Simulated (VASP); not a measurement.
# AgI (P6_3mc) in VASP: further runs

The runs below take AgI through relaxation of the atoms, single point, with PBE.

Everything below comes from runs of VASP 6.6.1. Logs are shortened: lines on timing, memory, paths and dates and some standing lists are left out, and cuts for length are marked.

### 1 The cell of the first run

It takes space group P6_3mc (No. 186, hexagonal). Conventional cell: a = 4.546 Å, b = 4.546 Å, c = 7.431 Å, α = 90.00°, β = 90.00°, γ = 120.00°. Ag (site symmetry 3m) has 4 I at 2.78 to 2.79 Å within 3.7 Å. I (site symmetry 3m) has 4 Ag at 2.78 to 2.79 Å within 3.7 Å.

### 2 Relaxation of the atoms, PBE

Input file INCAR:

```
  ALGO = Normal
  EDIFF = 1E-7
  EDIFFG = -0.008
  ENCUT = 450
  GGA = PE
  GGA_COMPAT = F
  IBRION = 2
  ISIF = 2
  ISMEAR = 0
  ISYM = 0
  KPAR = 4
  LASPH = T
  LCHARG = F
  LREAL = F
  LWAVE = F
  NELM = 120
  NELMIN = 4
  NSW = 60
  PREC = Accurate
  SIGMA = 0.02
```

Input file KPOINTS:

```
Automatic mesh
0
Gamma
  6 6 4
  0.5 0.5 0.5
```

Input file POSCAR:

```
AgI
1.0
    4.5456982170      0.0000000000      0.0000000000
   -2.2728491085      3.9366901339      0.0000000000
    0.0000000000      0.0000000000      7.4312984412
Ag I
2 2
Direct
    0.3333333333      0.6666666667      0.0024494355
    0.6666666667      0.3333333333      0.5024494355
    0.3333333333      0.6666666667      0.3774505645
    0.6666666667      0.3333333333      0.8774505645
```

Potentials or basis: VASP PAW PBE potentials, release 64 (Ag, I).

Started as:

```
$ cat potpaw_PBE.64/Ag/POTCAR potpaw_PBE.64/I/POTCAR > POTCAR
$ mpirun -np 4 vasp_std > vasp.out
```

OUTCAR:

```text
EDIFF = 1E-7
   EDIFFG = -0.008
   ENCUT = 450
   GGA = PE
   IBRION = 2
   ISIF = 2
   ISMEAR = 0
   ISYM = 0
   LASPH = T
   LREAL = F
   NELM = 120
   NELMIN = 4
   NSW = 60
   PREC = Accurate

 ion  position               nearest neighbor table
   1  0.333  0.667  0.002-   4 2.78   4 2.78   4 2.78   3 2.79
   2  0.667  0.333  0.502-   3 2.78   3 2.78   3 2.78   4 2.79
   3  0.333  0.667  0.377-   2 2.78   2 2.78   2 2.78   1 2.79
   4  0.667  0.333  0.877-   1 2.78   1 2.78   1 2.78   2 2.79

IMPORTANT INFORMATION: All symmetrisations will be switched off!
NOSYMM: (Re-)initialisation of all symmetry stuff for point group C_1.

----------------------------------------------------------------------------------------

                                     Primitive cell

  volume of cell :     132.9831

  direct lattice vectors                    reciprocal lattice vectors
     4.545698217  0.000000000  0.000000000     0.219988207  0.127010250  0.000000000
    -2.272849108  3.936690134  0.000000000     0.000000000  0.254020501  0.000000000
     0.000000000  0.000000000  7.431298441     0.000000000  0.000000000  0.134565986

  length of vectors
     4.545698217  4.545698217  7.431298441     0.254020501  0.254020501  0.134565986

  position of ions in fractional coordinates (direct lattice)
     0.333333333  0.666666667  0.002449435
     0.666666667  0.333333333  0.502449435
     0.333333333  0.666666667  0.377450565
     0.666666667  0.333333333  0.877450565

  ion indices of the primitive-cell ions
   primitive index   ion index
                 1           1
                 2           2
                 3           3
                 4           4

----------------------------------------------------------------------------------------

 KPOINTS: Automatic mesh

Automatic generation of k-mesh.
 Grid dimensions read from file:
 generate k-points for:    6    6    4

 Generating k-lattice:

  Cartesian coordinates                     Fractional coordinates (reciprocal lattice)
     0.036664701  0.021168375  0.000000000     0.166666667  0.000000000  0.000000000
     0.000000000  0.042336750  0.000000000     0.000000000  0.166666667  0.000000000
     0.000000000  0.000000000  0.033641496     0.000000000  0.000000000  0.250000000

  Length of vectors
     0.042336750  0.042336750  0.033641496

  Shift w.r.t. Gamma in fractional coordinates (k-lattice)
     0.500000000  0.500000000  0.500000000

 Subroutine IBZKPT returns following result:
 ===========================================

 Found    216 irreducible k-points:

 Following reciprocal coordinates:
            Coordinates               Weight
  0.083333  0.083333  0.125000      2.000000
 -0.083333  0.166667  0.125000      2.000000
 -0.166667  0.083333  0.125000      2.000000
 -0.083333 -0.083333  0.125000      2.000000
  0.083333 -0.166667  0.125000      2.000000
  0.166667 -0.083333  0.125000      2.000000
[... 16 lines left out ...]
  0.083333  0.500000  0.125000      2.000000
  0.500000 -0.416667  0.125000      2.000000
 [... further k-points ...]
   k-points           NKPTS =    216   k-points in BZ     NKDIM =    216   number of bands    NBANDS=     22
   number of dos      NEDOS =    301   number of ions     NIONS =      4
   total plane-waves  NPLWV =  55296
   dimension x,y,z NGX =    32 NGY =   32 NGZ =   54
   dimension x,y,z NGXF=    64 NGYF=   64 NGZF=  108
   ions per type =               2   2
   NGX,Y,Z   is equivalent  to a cutoff of  11.70, 11.70, 12.08 a.u.
   NGXF,Y,Z  is equivalent  to a cutoff of  23.41, 23.41, 24.16 a.u.
 SYSTEM =  unknown system
   PREC   = accura    normal or accurate (medium, high low for compatibility)
   ISTART =      0    job   : 0-new  1-cont  2-samecut
   ICHARG =      2    charge: 1-file 2-atom 10-const
   ISPIN  =      1    spin polarized calculation?
   LNONCOLLINEAR =      F non collinear calculations
   LSORBIT =      F    spin-orbit coupling
   LASPH  =      T    aspherical Exc in radial PAW
   ENCUT  =  450.0 eV  33.07 Ry    5.75 a.u.   7.86  7.86 12.85*2*pi/ulx,y,z
   NELM   =    120;   NELMIN=  4; NELMDL= -5     # of ELM steps
   EDIFF  = 0.1E-06   stopping-criterion for ELM
   LREAL  =      F    real-space projection
   EDIFFG = -.8E-02   stopping-criterion for IOM
   NSW    =     60    number of steps for IOM
   IBRION =      2    ionic relax: 0-MD 1-quasi-New 2-CG
   NFREE  =      1    steps in history (QN), initial steepest desc. (CG)
   ISIF   =      2    stress and relaxation
   ISYM   =      0    0-nonsym 1-usesym 2-fastsym
   POTIM  = 0.5000    time-step for ionic-motion
   TEBEG  =    0.0;   TEEND  =   0.0 temperature during run
   PSTRESS=    0.0 pullay stress
   NELECT =      36.0000    total number of electrons
   NUPDOWN=      -1.0000    fix difference up-down
   EMIN   =  10.00;   EMAX   =-10.00  energy-range for DOS
   EFERMI =   0.00;   METHOD = LEGACY
   ISMEAR =     0;   SIGMA  =   0.02  broadening in eV -4-tet -1-fermi 0-gaus
   EFERMI_NEDOS =   21; number of points for ismear=-14 and -15
   IALGO  =     38    algorithm
   IMIX   =      4    mixing-type and parameters
     AMIX     =   0.40;   BMIX     =  1.00
     AMIX_MAG =   1.60;   BMIX_MAG =  1.00
  volume/ion in A,a.u.               =      33.25       224.35
  Fermi-wavevector in a.u.,A,eV,Ry     =   1.059035  2.001285 15.259673  1.121554
  Thomas-Fermi vector in A             =   2.194366
   LORBIT       =      0    0 simple, 1 ext, 2 COOP (PROOUT), +10 PAW based schemes
   GGA     = PE    functional components
   LHFCALC =     F    Hartree Fock is set to
   AEXX    =    0.0000 exact exchange contribution
   IVDW    =     0    specifies the selected vdW correction
   LEPSILON=     F    determine dielectric tensor
   LRPA    =     F    only Hartree local field effects (RPA)
 conjugate gradient relaxation of ions
 non-spin polarized calculation
 Gauss-broadening in eV      SIGMA  =   0.02
  energy-cutoff  :      450.00
  volume of cell :      132.98
 maximum number of plane-waves:      2897
   NGX = 15   NGY = 15   NGZ = 25

 number of electron      35.9999995 magnetization

 Free energy of the ion-electron system (eV)
  ---------------------------------------------------
  ext. energy  EPLUGINS =         0.00000000
  ---------------------------------------------------
  free energy    TOTEN  =        -9.47699896 eV

  energy without entropy =       -9.47699896  energy(sigma->0) =       -9.47699896

 E-fermi :   3.4902     XC(G=0):  -8.5641

 val. band max:        3.3899571801   @ k =   0.0000   0.0833   0.1250
 cond. band min:       5.3419779785   @ k =   0.0000   0.0833   0.1250
 fundamental gap:      1.9520207984
 Fermi energy:         3.4902016093

 k-point     1 :       0.0833    0.0833    0.1250
  band No.  band energies     occupation
      1      -9.4437      2.00000
      2      -9.1739      2.00000
      3      -0.9630      2.00000
      4      -0.8942      2.00000
      5      -0.8707      2.00000
      6      -0.8339      2.00000
[... 14 lines left out ...]
     21       8.6789      0.00000
     22       9.2882      0.00000

 k-point     2 :      -0.0833    0.1667    0.1250
  band No.  band energies     occupation
      1      -9.4437      2.00000
      2      -9.1739      2.00000
      3      -0.9630      2.00000
      4      -0.8942      2.00000
      5      -0.8707      2.00000
      6      -0.8339      2.00000
[... 14 lines left out ...]
     21       8.6789      0.00000
     22       9.2882      0.00000

 k-point     3 :      -0.1667    0.0833    0.1250
  band No.  band energies     occupation
      1      -9.4437      2.00000
      2      -9.1739      2.00000
      3      -0.9630      2.00000
      4      -0.8942      2.00000
      5      -0.8707      2.00000
      6      -0.8339      2.00000
[... 14 lines left out ...]
     21       8.6789      0.00000
     22       9.2882      0.00000

 k-point     4 :      -0.0833   -0.0833    0.1250
  band No.  band energies     occupation
      1      -9.4437      2.00000
      2      -9.1739      2.00000
      3      -0.9630      2.00000
      4      -0.8942      2.00000
      5      -0.8707      2.00000
      6      -0.8339      2.00000
[... 14 lines left out ...]
     21       8.6789      0.00000
     22       9.2882      0.00000

 k-point     5 :       0.0833   -0.1667    0.1250
  band No.  band energies     occupation
      1      -9.4437      2.00000
      2      -9.1739      2.00000
      3      -0.9630      2.00000
      4      -0.8942      2.00000
      5      -0.8707      2.00000
      6      -0.8339      2.00000
[... 14 lines left out ...]
     21       8.6789      0.00000
     22       9.2882      0.00000

 k-point     6 :       0.1667   -0.0833    0.1250
  band No.  band energies     occupation
      1      -9.4437      2.00000
      2      -9.1739      2.00000
      3      -0.9630      2.00000
      4      -0.8942      2.00000
      5      -0.8707      2.00000
      6      -0.8339      2.00000
[... 14 lines left out ...]
     21       8.6789      0.00000
     22       9.2882      0.00000

 k-point     7 :       0.2500    0.0833    0.1250
  band No.  band energies     occupation
      1      -9.3085      2.00000
      2      -9.1145      2.00000
      3      -1.0329      2.00000
      4      -0.8918      2.00000
      5      -0.8014      2.00000
      6      -0.7160      2.00000
[... 324 lines left out ...]
      6      -0.5673      2.00000
[... 14 lines left out ...]
     21       8.3598      0.00000
     22       9.1025      0.00000

 k-point    21 :       0.5000    0.4167    0.1250
  band No.  band energies     occupation
      1      -9.1871      2.00000
      2      -9.0882      2.00000
      3      -1.0338      2.00000
      4      -0.9265      2.00000
      5      -0.7445      2.00000
      6      -0.5673      2.00000
[... 14 lines left out ...]
     21       8.3598      0.00000
     22       9.1025      0.00000

 k-point    22 :      -0.4167   -0.0833    0.1250
  band No.  band energies     occupation
      1      -9.1871      2.00000
      2      -9.0882      2.00000
      3      -1.0338      2.00000
      4      -0.9265      2.00000
      5      -0.7445      2.00000
      6      -0.5673      2.00000
[... 14 lines left out ...]
     21       8.3598      0.00000
     22       9.1025      0.00000

 k-point    23 :       0.0833    0.5000    0.1250
  band No.  band energies     occupation
      1      -9.1871      2.00000
      2      -9.0882      2.00000
      3      -1.0338      2.00000
      4      -0.9265      2.00000
      5      -0.7445      2.00000
      6      -0.5673      2.00000
[... 14 lines left out ...]
     21       8.3598      0.00000
     22       9.1025      0.00000

 k-point    24 :       0.5000   -0.4167    0.1250
  band No.  band energies     occupation
      1      -9.1871      2.00000
      2      -9.0882      2.00000
      3      -1.0338      2.00000
      4      -0.9265      2.00000
      5      -0.7445      2.00000
      6      -0.5673      2.00000
[... 14 lines left out ...]
     21       8.3598      0.00000
     22       9.1025      0.00000

 [... further k-points ...]

------------------------ aborting loop because EDIFF is reached ----------------------------------------

  FORCE on cell =-STRESS in cart. coord.  units (eV):
  Direction    XX          YY          ZZ          XY          YZ          ZX
  --------------------------------------------------------------------------------------
  -------------------------------------------------------------------------------------
  Total        2.4338110      2.4338102      2.4657373     -0.0000011      0.0000000      0.0000000
  in kB       29.3224930     29.3224839     29.7071403     -0.0000133      0.0000001      0.0000000
  external PRESSURE =      29.4507057 kB  Pullay stress =       0.0000000 kB

 VOLUME and BASIS-vectors are now :
 -----------------------------------------------------------------------------
  energy-cutoff  :      450.00
  volume of cell :      132.98
      direct lattice vectors                 reciprocal lattice vectors
     4.545698217  0.000000000  0.000000000     0.219988207  0.127010250  0.000000000
    -2.272849108  3.936690134  0.000000000     0.000000000  0.254020501  0.000000000
     0.000000000  0.000000000  7.431298441     0.000000000  0.000000000  0.134565986

 POSITION                                       TOTAL-FORCE (eV/Angst)
 -----------------------------------------------------------------------------------
     -0.00000      2.62446      0.01820         0.000001     -0.000000      0.006052
      2.27285      1.31223      3.73385        -0.000001      0.000000      0.006052
     -0.00000      2.62446      2.80495        -0.000000      0.000000     -0.006052
      2.27285      1.31223      6.52060         0.000000     -0.000000     -0.006052
 -----------------------------------------------------------------------------------
    total drift:                                0.000000      0.000000      0.000498

  FREE ENERGIE OF THE ION-ELECTRON SYSTEM (eV)
  ---------------------------------------------------
  free  energy   TOTEN  =        -9.4769989621 eV

  energy  without entropy=       -9.4769989621  energy(sigma->0) =       -9.47699896

 reached required accuracy - stopping structural energy minimisation
```

It took 2.2 min on 4 MPI ranks of AMD EPYC 7R43 (Zen 3), shared host; peak memory 0.53 GiB.

Results:

- Free energy: -9.4770 eV
- Pressure after relaxing: 2.9 GPa
- Largest force after relaxing: 0.006 eV/Å
- Band gap on the k mesh: 1.95 eV, direct

Forces on the atoms (eV/Å):
```
Ag   0.000  0.000  0.006
Ag   0.000  0.000  0.006
I    0.000  0.000 -0.006
I    0.000  0.000 -0.006
```

Final structure:
```yaml
crystal:
  lattice:
    - [4.54570, 0.00000, 0.00000]
    - [-2.27285, 3.93669, 0.00000]
    - [0.00000, 0.00000, 7.43130]
  atoms:
    - { symbol: Ag, position: [0.33333, 0.66667, 0.00245] }
    - { symbol: Ag, position: [0.66667, 0.33333, 0.50245] }
    - { symbol: I, position: [0.33333, 0.66667, 0.37745] }
    - { symbol: I, position: [0.66667, 0.33333, 0.87745] }
```

Caveat: the relaxation stopped at its first step, so nothing moved; spin-orbit coupling is left out, which moves the levels of the heavy elements. A k mesh can miss the band edges.

(Part 1 of 3 ends here.)
